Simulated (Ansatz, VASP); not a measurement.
**One calculation of BaMo, two programs**

```xyz
8
Lattice="5.8685 0.0000 0.0000 0.0000 5.8685 0.0000 0.0000 0.0000 5.8685" Properties=species:S:1:pos:R:3 pbc="T T T"
Ba    0.9893    0.9893    0.9893
Ba    1.9449    4.8791    3.9236
Ba    3.9236    1.9449    4.8791
Ba    4.8791    3.9236    1.9449
Mo    4.9707    4.9707    4.9707
Mo    3.8320    0.8978    2.0365
Mo    2.0365    3.8320    0.8978
Mo    0.8978    2.0365    3.8320
```

Alike in both runs: functional PBE; k mesh 8 × 8 × 8; occupations gaussian, width 0.1 eV; no spin polarisation.

Ansatz relaxed the structure, and its values are those at the end. VASP's run is a single point on that final structure, the one shown.

|  | VASP | Ansatz |
| --- | --- | --- |
| version | VASP 6.6.1 | Ansatz 0.2.0 |
| potentials or method | VASP PAW PBE potentials, release 64 (Ba_sv, Mo_sv), cutoff 520 eV | scalar-relativistic, plane waves, PAW |
| valence electrons in the cell | 96 | 96 |

|  | VASP | Ansatz | Ansatz less VASP |
| --- | --- | --- | --- |
| gap on the k mesh at the Fermi level (eV) | none | none | - |
| pressure (GPa) | 2.5 | 0.0 | -2.46 |
| rms of the force components (eV/Å) | 0.015 | 0.000 | -0.0147 |

A gap of «none» marks a metal or a gap that the smearing closes. The functional is the same, so the differences come from potentials, cutoffs and numerics.

Spin-orbit coupling is off throughout.
